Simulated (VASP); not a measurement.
# SiC (P6_3mc) in VASP: further runs

SiC is run at these levels: PBE; tasks: single point.

All numbers are computed with VASP 6.6.1; they aren't measurements. Logs are shortened: lines on timing, memory, paths and dates and some standing lists are left out, and cuts for length are marked.

## 1. The cell of the first run

It takes space group P6_3mc (No. 186, hexagonal). Conventional cell: a = 3.094 Å, b = 3.094 Å, c = 10.129 Å, α = 90.00°, β = 90.00°, γ = 120.00°. Si (site symmetry 3m) has 4 C at 1.86 to 2.00 Å within 2.5 Å. Si (site symmetry 3m) has 4 C at 1.86 to 2.00 Å within 2.5 Å. Within 2.5 Å of C (site symmetry 3m) lie 4 Si at 1.86 to 2.00 Å. C (site symmetry 3m) has 4 Si at 1.86 to 2.00 Å within 2.5 Å.

## 2. Single point, PBE (all C atoms moved -0.100 Å, as atom 5 along Cartesian [0 0 1])

File INCAR:

```
  ALGO = Normal
  EDIFF = 1E-6
  ENCUT = 520
  GGA = PE
  ISIF = 2
  ISMEAR = 0
  LASPH = True
  LCHARG = True
  LELF = True
  LREAL = False
  LVHAR = True
  LWAVE = False
  NBANDS = 26
  NELM = 60
  PREC = Accurate
  SIGMA = 0.05
```

File KPOINTS:

```
k-points
0
Gamma
  12 12 4
```

File POSCAR:

```
SiC
1.0
    3.0941201807      0.0000000000      0.0000000000
   -1.5470600903      2.6795866789      0.0000000000
    0.0000000000      0.0000000000     10.1293391985
Si C
4 4
Direct
    0.6666666667      0.3333333333      0.9378441878
    0.3333333333      0.6666666667      0.4378441878
    0.0000000000      0.0000000000      0.6878995565
    0.0000000000      0.0000000000      0.1878995565
    0.6666666667      0.3333333333      0.7399351336
    0.3333333333      0.6666666667      0.2399351336
    0.0000000000      0.0000000000      0.4905754975
    0.0000000000      0.0000000000     -0.0094245025
```

Potentials or basis: VASP PAW PBE potentials, release 64 (Si, C).

Command:

```bash
cat potpaw_PBE.64/Si/POTCAR potpaw_PBE.64/C/POTCAR > POTCAR
mpirun -np 1 vasp_std > vasp.out
```

OUTCAR:

```text
EDIFF = 1E-6
   ENCUT = 520
   GGA = PE
   ISIF = 2
   ISMEAR = 0
   LASPH = True
   LREAL = False
   NELM = 60
   PREC = Accurate

 ion  position               nearest neighbor table
   1  0.667  0.333  0.938-   8 1.86   8 1.86   8 1.86   5 2.00   3 3.10   3 3.10   3 3.10   4 3.10
                             4 3.10   4 3.10
   2  0.333  0.667  0.438-   7 1.86   7 1.86   7 1.86   6 2.00   4 3.10   4 3.10   4 3.10   3 3.10
                             3 3.10   3 3.10
   3  0.000  0.000  0.688-   5 1.86   5 1.86   5 1.86   7 2.00   1 3.10   1 3.10   1 3.10   2 3.10
                             2 3.10   2 3.10
   4  0.000  0.000  0.188-   6 1.86   6 1.86   6 1.86   8 2.00   2 3.10   2 3.10   2 3.10   1 3.10
                             1 3.10   1 3.10
   5  0.667  0.333  0.740-   3 1.86   3 1.86   3 1.86   1 2.00
   6  0.333  0.667  0.240-   4 1.86   4 1.86   4 1.86   2 2.00
   7  0.000  0.000  0.491-   2 1.86   2 1.86   2 1.86   3 2.00
   8  0.000  0.000  0.991-   1 1.86   1 1.86   1 1.86   4 2.00

  LATTYP: Found a hexagonal cell.
 ALAT       =     3.0941201807
 C/A-ratio  =     3.2737381249

  Lattice vectors:

 A1 = (   3.0941201807,   0.0000000000,   0.0000000000)
 A2 = (  -1.5470600903,   2.6795866789,   0.0000000000)
 A3 = (   0.0000000000,   0.0000000000,  10.1293391985)

Analysis of symmetry for initial positions (statically):
=====================================================================
 Subroutine PRICEL returns:
 Original cell was already a primitive cell.

 Routine SETGRP: Setting up the symmetry group for a
 hexagonal supercell.

 Subroutine GETGRP returns: Found 12 space group operations
 (whereof  6 operations were pure point group operations)
 out of a pool of 24 trial point group operations.

The static configuration has the point symmetry C_3v.
 The point group associated with its full space group is C_6v.

Analysis of symmetry for dynamics (positions and initial velocities):
=====================================================================
 Subroutine PRICEL returns:
 Original cell was already a primitive cell.

 Routine SETGRP: Setting up the symmetry group for a
 hexagonal supercell.

 Subroutine GETGRP returns: Found 12 space group operations
 (whereof  6 operations were pure point group operations)
 out of a pool of 24 trial point group operations.

The dynamic configuration has the point symmetry C_3v.
 The point group associated with its full space group is C_6v.

 Subroutine INISYM returns: Found 12 space group operations
 (whereof  6 operations are pure point group operations),
 and found     1 'primitive' translations

----------------------------------------------------------------------------------------

                                     Primitive cell

  volume of cell :      83.9820

  direct lattice vectors                    reciprocal lattice vectors
     3.094120181  0.000000000  0.000000000     0.323193652  0.186595942  0.000000000
    -1.547060090  2.679586679  0.000000000     0.000000000  0.373191884  0.000000000
     0.000000000  0.000000000 10.129339199     0.000000000  0.000000000  0.098723123

  length of vectors
     3.094120181  3.094120181 10.129339199     0.373191884  0.373191884  0.098723123

  position of ions in fractional coordinates (direct lattice)
     0.666666667  0.333333333  0.937844188
     0.333333333  0.666666667  0.437844188
     0.000000000  0.000000000  0.687899556
     0.000000000  0.000000000  0.187899556
     0.666666667  0.333333333  0.739935134
     0.333333333  0.666666667  0.239935134
     0.000000000  0.000000000  0.490575497
     0.000000000  0.000000000  0.990575497

  ion indices of the primitive-cell ions
   primitive index   ion index
                 1           1
                 2           2
                 3           3
                 4           4
                 5           5
                 6           6
                 7           7
                 8           8

----------------------------------------------------------------------------------------

 KPOINTS: k-points

Automatic generation of k-mesh.
 Grid dimensions read from file:
 generate k-points for:   12   12    4

 Generating k-lattice:

  Cartesian coordinates                     Fractional coordinates (reciprocal lattice)
     0.026932804  0.015549662  0.000000000     0.083333333  0.000000000  0.000000000
     0.000000000  0.031099324  0.000000000     0.000000000  0.083333333  0.000000000
     0.000000000  0.000000000  0.024680781     0.000000000  0.000000000  0.250000000

  Length of vectors
     0.031099324  0.031099324  0.024680781

  Shift w.r.t. Gamma in fractional coordinates (k-lattice)
     0.000000000  0.000000000  0.000000000

 Subroutine IBZKPT returns following result:
 ===========================================

 Found     57 irreducible k-points:

 Following reciprocal coordinates:
            Coordinates               Weight
  0.000000  0.000000  0.000000      1.000000
  0.083333  0.000000  0.000000      6.000000
  0.166667  0.000000  0.000000      6.000000
  0.250000  0.000000  0.000000      6.000000
  0.333333  0.000000  0.000000      6.000000
  0.416667  0.000000  0.000000      6.000000
[... 16 lines left out ...]
  0.250000  0.000000  0.250000     12.000000
  0.333333  0.000000  0.250000     12.000000
 [... further k-points ...]
   k-points           NKPTS =     57   k-points in BZ     NKDIM =     57   number of bands    NBANDS=     26
   number of dos      NEDOS =    301   number of ions     NIONS =      8
   total plane-waves  NPLWV =  46080
   dimension x,y,z NGX =    24 NGY =   24 NGZ =   80
   dimension x,y,z NGXF=    48 NGYF=   48 NGZF=  160
   ions per type =               4   4
   NGX,Y,Z   is equivalent  to a cutoff of  12.90, 12.90, 13.13 a.u.
   NGXF,Y,Z  is equivalent  to a cutoff of  25.79, 25.79, 26.26 a.u.
 SYSTEM =  unknown system
   PREC   = accura    normal or accurate (medium, high low for compatibility)
   ISTART =      0    job   : 0-new  1-cont  2-samecut
   ICHARG =      2    charge: 1-file 2-atom 10-const
   ISPIN  =      1    spin polarized calculation?
   LNONCOLLINEAR =      F non collinear calculations
   LSORBIT =      F    spin-orbit coupling
   LASPH  =      T    aspherical Exc in radial PAW
   ENCUT  =  520.0 eV  38.22 Ry    6.18 a.u.   5.75  5.75 18.83*2*pi/ulx,y,z
   NELM   =     60;   NELMIN=  2; NELMDL= -5     # of ELM steps
   EDIFF  = 0.1E-05   stopping-criterion for ELM
   LREAL  =      F    real-space projection
   EDIFFG = 0.1E-04   stopping-criterion for IOM
   NSW    =      0    number of steps for IOM
   IBRION =     -1    ionic relax: 0-MD 1-quasi-New 2-CG
   NFREE  =      0    steps in history (QN), initial steepest desc. (CG)
   ISIF   =      2    stress and relaxation
   ISYM   =      2    0-nonsym 1-usesym 2-fastsym
   POTIM  = 0.5000    time-step for ionic-motion
   TEBEG  =    0.0;   TEEND  =   0.0 temperature during run
   PSTRESS=    0.0 pullay stress
   NELECT =      32.0000    total number of electrons
   NUPDOWN=      -1.0000    fix difference up-down
   EMIN   =  10.00;   EMAX   =-10.00  energy-range for DOS
   EFERMI =   0.00;   METHOD = LEGACY
   ISMEAR =     0;   SIGMA  =   0.05  broadening in eV -4-tet -1-fermi 0-gaus
   EFERMI_NEDOS =   21; number of points for ismear=-14 and -15
   IALGO  =     38    algorithm
   IMIX   =      4    mixing-type and parameters
     AMIX     =   0.40;   BMIX     =  1.00
     AMIX_MAG =   1.60;   BMIX_MAG =  1.00
  volume/ion in A,a.u.               =      10.50        70.84
  Fermi-wavevector in a.u.,A,eV,Ry     =   1.186851  2.242823 19.165368  1.408615
  Thomas-Fermi vector in A             =   2.323015
   LORBIT       =      0    0 simple, 1 ext, 2 COOP (PROOUT), +10 PAW based schemes
   GGA     = PE    functional components
   LHFCALC =     F    Hartree Fock is set to
   AEXX    =    0.0000 exact exchange contribution
   IVDW    =     0    specifies the selected vdW correction
   LEPSILON=     F    determine dielectric tensor
   LRPA    =     F    only Hartree local field effects (RPA)
 non-spin polarized calculation
 Gauss-broadening in eV      SIGMA  =   0.05
  energy-cutoff  :      520.00
  volume of cell :       83.98
 maximum number of plane-waves:      2280
 NGX is ok and might be reduce to    24
   NGX = 11   NGY = 11   NGZ = 37

 number of electron      32.0000002 magnetization

 Free energy of the ion-electron system (eV)
  ---------------------------------------------------
  ext. energy  EPLUGINS =         0.00000000
  ---------------------------------------------------
  free energy    TOTEN  =       -59.93802908 eV

  energy without entropy =      -59.93802908  energy(sigma->0) =      -59.93802908

 E-fermi :   8.7011     XC(G=0): -11.2885

 val. band max:        8.4878024437   @ k =   0.0000   0.0000   0.0000
 cond. band min:      10.2721581994   @ k =   0.5000   0.0000   0.0000
 fundamental gap:      1.7843557557
 Fermi energy:         8.7010946399

 k-point     1 :       0.0000    0.0000    0.0000
  band No.  band energies     occupation
      1      -7.3661      2.00000
      2      -6.2272      2.00000
      3      -6.1763      2.00000
      4      -3.9933      2.00000
      5      -0.1843      2.00000
      6       3.9263      2.00000
[... 18 lines left out ...]
     25      15.1855      0.00000
     26      15.7984      0.00000

 k-point     2 :       0.0833    0.0000    0.0000
  band No.  band energies     occupation
      1      -7.2466      2.00000
      2      -6.1116      2.00000
      3      -6.0600      2.00000
      4      -3.8910      2.00000
      5      -0.0729      2.00000
      6       3.9642      2.00000
[... 18 lines left out ...]
     25      15.3222      0.00000
[... 608 lines left out ...]
     25      16.6396      0.00000
     26      16.9074      0.00000

 k-point    24 :       0.3333    0.0000    0.2500
  band No.  band energies     occupation
      1      -5.4567      2.00000
      2      -4.9102      2.00000
      3      -3.9039      2.00000
      4      -2.8260      2.00000
      5       0.8767      2.00000
      6       1.3047      2.00000
[... 18 lines left out ...]
     25      16.6319      0.00000
     26      17.4684      0.00000

 [... further k-points ...]

------------------------ aborting loop because EDIFF is reached ----------------------------------------

  FORCE on cell =-STRESS in cart. coord.  units (eV):
  Direction    XX          YY          ZZ          XY          YZ          ZX
  --------------------------------------------------------------------------------------
  -------------------------------------------------------------------------------------
  Total        1.8395708      1.8395708     -2.2404418      0.0000000      0.0000000     -0.0000000
  in kB       35.0946549     35.0946549    -42.7423255      0.0000000      0.0000000     -0.0000000
  external PRESSURE =       9.1489947 kB  Pullay stress =       0.0000000 kB

 VOLUME and BASIS-vectors are now :
 -----------------------------------------------------------------------------
  energy-cutoff  :      520.00
  volume of cell :       83.98
      direct lattice vectors                 reciprocal lattice vectors
     3.094120181  0.000000000  0.000000000     0.323193652  0.186595942  0.000000000
    -1.547060090  2.679586679  0.000000000     0.000000000  0.373191884  0.000000000
     0.000000000  0.000000000 10.129339199     0.000000000  0.000000000  0.098723123

 POSITION                                       TOTAL-FORCE (eV/Angst)
 -----------------------------------------------------------------------------------
      1.54706      0.89320      9.49974         0.000000      0.000000     -1.474719
     -0.00000      1.78639      4.43507        -0.000000     -0.000000     -1.474719
      0.00000      0.00000      6.96797        -0.000000     -0.000000     -1.404674
      0.00000      0.00000      1.90330         0.000000      0.000000     -1.404674
      1.54706      0.89320      7.49505        -0.000000      0.000000      1.429919
     -0.00000      1.78639      2.43038        -0.000000      0.000000      1.429919
      0.00000      0.00000      4.96921        -0.000000      0.000000      1.449474
      0.00000      0.00000     10.03388         0.000000     -0.000000      1.449474
 -----------------------------------------------------------------------------------
    total drift:                               -0.000000     -0.000000     -0.000808

  FREE ENERGIE OF THE ION-ELECTRON SYSTEM (eV)
  ---------------------------------------------------
  free  energy   TOTEN  =       -59.9380290791 eV

  energy  without entropy=      -59.9380290791  energy(sigma->0) =      -59.93802908
```

Run time: 52 s. Hardware: 1 thread of Intel Xeon 6975P-C (Granite Rapids), shared host; peak memory 0.24 GiB.

What came out:

```yaml
Free_energy: -59.9380 eV
Pressure: 0.9 GPa
Largest_force: 1.475 eV/Å
Band_gap_on_the_k_mesh: 1.78 eV (least direct gap 3.46 eV)
```

Forces on the atoms (eV/Å):
```
Si   0.000  0.000 -1.475
Si   0.000  0.000 -1.475
Si   0.000  0.000 -1.405
Si   0.000  0.000 -1.405
C    0.000  0.000  1.430
C    0.000  0.000  1.430
C    0.000  0.000  1.449
C    0.000  0.000  1.449
```

Caveat: the cell differs from its parent crystal (all C atoms moved -0.100 Å, as atom 5 along Cartesian [0 0 1]); forces of over 1 eV/Å act on the atoms, so gaps and moduli don't describe the material at rest.

(Part 1 of 2 ends here.)
